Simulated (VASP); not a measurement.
Wanted: the native input for a VASP 6.6.1 run.

* Task: single point
* Functional: PBEsol
* Potentials or basis: VASP PAW PBE potentials, release 64 (Si, Ge_d)
* Cutoff: 520 eV
* k mesh: 2 × 2 × 2
* Occupations: gaussian, width 0.1 eV
* Spin: no spin polarisation
* Dipole correction: no
* Further INCAR settings: LREAL = Auto; ALGO = Normal; EDIFF = 1e-07; NBANDS = 111

The structure of Si3Ge13 lies in POSCAR:

```
Si3Ge13
1.0
   -0.0002519760     -0.0001454784     -6.5365735318
   -3.9585632011     -6.8580450801     -0.0003052699
   -3.9599596591      6.8588513255      0.0000000000
Si Ge
3 13
Direct
    0.9385548085      0.1669387640      0.8334693820
    0.9389369238      0.1624049061      0.3312024531
    0.0601464167      0.8378238800      0.1689119400
    0.9380437221      0.6687350967      0.8378688083
    0.9380437221      0.6687350967      0.3308662884
    0.4379092866      0.3319550768      0.1662030914
    0.4379092866      0.3319550768      0.6657519853
    0.4296387567      0.8350067872      0.1675033936
    0.4374874566      0.8345986472      0.6672993236
    0.5696066476      0.1670230782      0.8335115391
    0.5691076389      0.1654050810      0.3327025405
    0.5612128022      0.6671680082      0.8347419387
    0.5612128022      0.6671680082      0.3324260695
    0.0605795921      0.3286559720      0.1644739323
    0.0605795921      0.3286559720      0.6641820397
    0.0610305452      0.8377705491      0.6688852745
```

These files were run (other wordings do the same):

INCAR

```
SYSTEM = Si3Ge13
PREC = Accurate ; ENCUT = 520
EDIFF = 1E-7 ; ISMEAR = 0
SIGMA = 0.1 ; LREAL = Auto
LASPH = .TRUE. ; NELM = 60
ALGO = Normal ; ISIF = 2
LWAVE = .FALSE. ; LCHARG = .TRUE.
GGA = PS ; LELF = .TRUE.
LVHAR = .TRUE. ; NBANDS = 111
```

KPOINTS

```
regular mesh
0
G
  2 2 2
  0 0 0
```

Potentials or basis: VASP PAW PBE potentials, release 64 (Si, Ge_d).

The run is started by

```sh
$ cat potpaw_PBE.64/Si/POTCAR potpaw_PBE.64/Ge_d/POTCAR > POTCAR
$ mpirun -np 1 vasp_std > vasp.out
```

It gave:

The pressure is 0.3 GPa and the largest force is 0.044 eV/Å.

Caveat: the k points lie up to 0.48 Å⁻¹ apart; the PAW data sets were made with another functional, which shifts forces and pressure a little.

Run time: 8 min on 1 thread of Intel(R) Xeon(R) Platinum 8488C (Sapphire Rapids) (shared host), peak memory 0.5 GiB.
